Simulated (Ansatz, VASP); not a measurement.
# One calculation of Ta, two programs

The input INCAR:

```
SYSTEM = Ta
  PREC = Accurate
  ENCUT = 520
  EDIFF = 1E-7
  ISMEAR = -1
  SIGMA = 0.1
  LREAL = .False.
  LASPH = .True.
  NELM = 100
  ALGO = Normal
  ISIF = 2
  LWAVE = .False.
  LCHARG = .True.
  GGA = CA
  LELF = .True.
  LVHAR = .True.
  NBANDS = 12
```

File KPOINTS:

```
Automatic mesh
0
Gamma
  22 22 22
  0 0 0
```

The input POSCAR:

```
Ta
1.0
   -1.6699669884      1.6699669884      1.6699669884
    1.6699669884     -1.6699669884      1.6699669884
    1.6699669884      1.6699669884     -1.6699669884
Ta
1
Direct
    0.0000000000      0.0000000000      0.0000000000
```

Input for Ansatz:

```yaml
crystal:
  lattice:
    - [-1.6699669881, 1.6699669881, 1.6699669881]
    - [1.6699669881, -1.6699669881, 1.6699669881]
    - [1.6699669881, 1.6699669881, -1.6699669881]
  atoms:
    - { symbol: Ta, position: [0.0, 0.0, 0.0] }
hamiltonian:
  xc: lda
  pseudopotentials:
    kind: paw
    azcp:
      Ta: "pseudopotentials/Ta.paw.azcp"
basis:
  ecutwfc: 420
  fft_grid_basis: typed
kpoints:
  mp_grid: { grid: [22, 22, 22], shift: [0, 0, 0] }
magnetization:
  spin_polarized: false
scf:
  occupations: { method: fermi_dirac, width: 0.1 }
output:
  stress: true
```

Alike in both runs: task single point; functional LDA; k mesh 22 × 22 × 22; occupations fermi-dirac, width 0.1 eV; no spin polarisation.

```csv
,VASP,Ansatz
version,VASP 6.6.1,Ansatz 0.2.0
potentials or method,"VASP PAW LDA potentials, release 64 (Ta_pv), cutoff 520 eV","plane waves (420 eV) with PAW, scalar-relativistic"
valence electrons in the cell,11,13
```

```tsv
	VASP	Ansatz	Ansatz less VASP
pressure (GPa)	-14.0	-14.6	-0.61
```

Ansatz warns that its potentials were made for another functional, while VASP's fit it. LDA's correlation is that of Perdew and Zunger in VASP and of Perdew and Wang (1992) in Ansatz. VASP's potentials hold 11 valence electrons a cell and Ansatz's 13, so a difference there can come from the potentials and not from the codes.

Neither program's run includes spin-orbit coupling.
